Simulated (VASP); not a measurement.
Here is a VASP 6.6.1 calculation.

Contents of INCAR:

```
PREC     = Accurate       # precision mode
ENCUT    = 520            # plane-wave cutoff, eV
EDIFF    = 1E-6           # SCF threshold, eV
ISMEAR   = -1             # smearing method
SIGMA    = 0.1            # smearing width, eV
LREAL    = F              # projectors in reciprocal space
LASPH    = T              # aspherical terms in the spheres
NELM     = 60             # most SCF steps
ALGO     = Normal         # electronic algorithm
ISIF     = 2              # what is computed and relaxed
LWAVE    = F              # write WAVECAR
LCHARG   = F              # write CHGCAR
GGA      = PE             # functional
NBANDS   = 12             # bands
```

KPOINTS

```
regular mesh
0
Gamma
  14 14 14
```

Contents of POSCAR:

```
Ta
1.0
   -1.5944842522      1.5944842522      1.5944842522
    1.5944842522     -1.5944842522      1.5944842522
    1.5944842522      1.5944842522     -1.5944842522
Ta
1
Direct
    0.0000000000      0.0000000000      0.0000000000
```

Potentials or basis: VASP PAW PBE potentials, release 64 (Ta_pv).

Run with:

```bash
$ cat potpaw_PBE.64/Ta_pv/POTCAR > POTCAR
$ mpirun -np 1 vasp_std > vasp.out
```

Task: Predict the pressure.

Result: 30.3 GPa.
